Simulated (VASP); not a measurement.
Input of a VASP 6.6.1 run:

The input POSCAR:

```
Ti
1.0
    2.9359119691      0.0000000000      0.0000000000
   -1.4679559845      2.5425743485      0.0000000000
    0.0000000000      0.0000000000      4.6390723759
Ti
2
Direct
    0.3333333333      0.6666666667      0.2500000000
    0.6666666667      0.3333333333      0.7500000000
```

File INCAR.step1:

```
SYSTEM = Ti
ALGO = Normal
EDIFF = 1E-4
ENCUT = 520
GGA = PE
ISMEAR = -1
LASPH = .True.
LCHARG = .False.
LREAL = .False.
LWAVE = .True.
NBANDS = 19
NELM = 100
PREC = Accurate
SIGMA = 0.05
```

Contents of INCAR.step2:

```
SYSTEM = Ti
ALGO = Normal
EDIFF = 1E-6
ENCUT = 520
ISIF = 2
ISMEAR = -1
ISTART = 1
LASPH = .True.
LCHARG = .True.
LELF = .True.
LMIXTAU = .True.
LREAL = .False.
LVHAR = .True.
LWAVE = .False.
METAGGA = R2SCAN
NBANDS = 19
NELM = 100
PREC = Accurate
SIGMA = 0.05
```

KPOINTS

```
k-points
0
Gamma
  8 8 5
  0 0 0
```

Potentials or basis: VASP PAW PBE potentials, release 64 (Ti_sv).

The run is started by

```bash
$ cat potpaw_PBE.64/Ti_sv/POTCAR > POTCAR
$ cp INCAR.step1 INCAR
$ mpirun -np 1 vasp_std > vasp.out
$ cp INCAR.step2 INCAR
$ mpirun -np 1 vasp_std > vasp.out
```

Task: Predict the pressure.

Result: 0.4 GPa.

Task: What does it give for the band gap on the k mesh?

Result: Zero (bands 12 and 13 overlap by 1.13 eV).

Caveat: the PAW data sets were made with another functional, which shifts forces and pressure a little.
